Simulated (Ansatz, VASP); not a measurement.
# NaS7: VASP beside Ansatz

```
CELL_PARAMETERS angstrom
0.00000 4.48352 4.48352
4.48352 0.00000 4.48352
4.48352 4.48352 0.00000
ATOMIC_POSITIONS crystal
Na 0.50000 0.50000 0.50000
S 0.50000 0.00000 0.00000
S 0.00000 0.50000 0.50000
S 0.00000 0.50000 0.00000
S 0.50000 0.00000 0.50000
S 0.00000 0.00000 0.50000
S 0.50000 0.50000 0.00000
S 0.00000 0.00000 0.00000
```

Alike in both runs: task single point; functional PBE; k mesh 4 × 4 × 4; occupations gaussian, width 0.1 eV; no spin polarisation.

|  | VASP | Ansatz |
| --- | --- | --- |
| version | VASP 6.6.1 | Ansatz 0.2.0 |
| potentials or method | VASP PAW PBE potentials, release 64 (Na_pv, S), cutoff 520 eV | scalar-relativistic, plane waves, PAW |
| valence electrons in the cell | 49 | 51 |

|  | VASP | Ansatz | Ansatz less VASP |
| --- | --- | --- | --- |
| gap on the k mesh at the Fermi level (eV) | none | none | - |
| pressure (GPa) | -10.4 | -10.4 | +0.04 |

A gap of «none» marks a metal or a gap that the smearing closes. VASP's potentials hold 49 valence electrons a cell and Ansatz's 51, so a difference there can come from the potentials and not from the codes.
